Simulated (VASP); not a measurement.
A run of VASP 6.6.1 is set up as follows.

Contents of POSCAR:

```
BN
1.0
    0.0000000000      1.8048137558      1.6965249305
    1.8048137558      0.0000000000      1.6965249305
    1.8048137558      1.8048137558      0.0000000000
B N
1 1
Direct
    0.0000000000      0.0000000000      0.0000000000
    0.7500000000      0.7500000000      0.7500000000
```

The input INCAR.step1:

```
SYSTEM = BN
PREC = Accurate
ENCUT = 520
ISMEAR = 0
SIGMA = 0.05
LREAL = .False.
LASPH = .True.
NELM = 60
NBANDS = 11
GGA = PE
ALGO = Normal
EDIFF = 1E-4
LWAVE = .True.
LCHARG = .False.
```

File INCAR.step2:

```
SYSTEM = BN
PREC = Accurate
ENCUT = 520
EDIFF = 1E-6
ISMEAR = 0
SIGMA = 0.05
LREAL = .False.
LASPH = .True.
NELM = 60
ALGO = Normal
ISIF = 2
LWAVE = .False.
LCHARG = .False.
METAGGA = R2SCAN
LMIXTAU = .True.
NBANDS = 11
ISTART = 1
```

The input KPOINTS:

```
Automatic mesh
0
Gamma
  12 12 12
  0 0 0
```

Potentials or basis: VASP PAW PBE potentials, release 64 (B, N).

The run is started by

```console
$ cat potpaw_PBE.64/B/POTCAR potpaw_PBE.64/N/POTCAR > POTCAR
$ cp INCAR.step1 INCAR
$ mpirun -np 1 vasp_std > vasp.out
$ cp INCAR.step2 INCAR
$ mpirun -np 1 vasp_std > vasp.out
```

(1) Estimate the pressure.

(2) What does it give for the band gap on the k mesh?

Answers

(1) 28.4 GPa.

(2) 3.92 eV, indirect (least direct gap 9.20 eV).

Caveat: the cell differs from its parent crystal (strain -0.0600 x Voigt [0, 0, 1, 0, 0, 0]); the PAW data sets were made with another functional, which shifts forces and pressure a little.
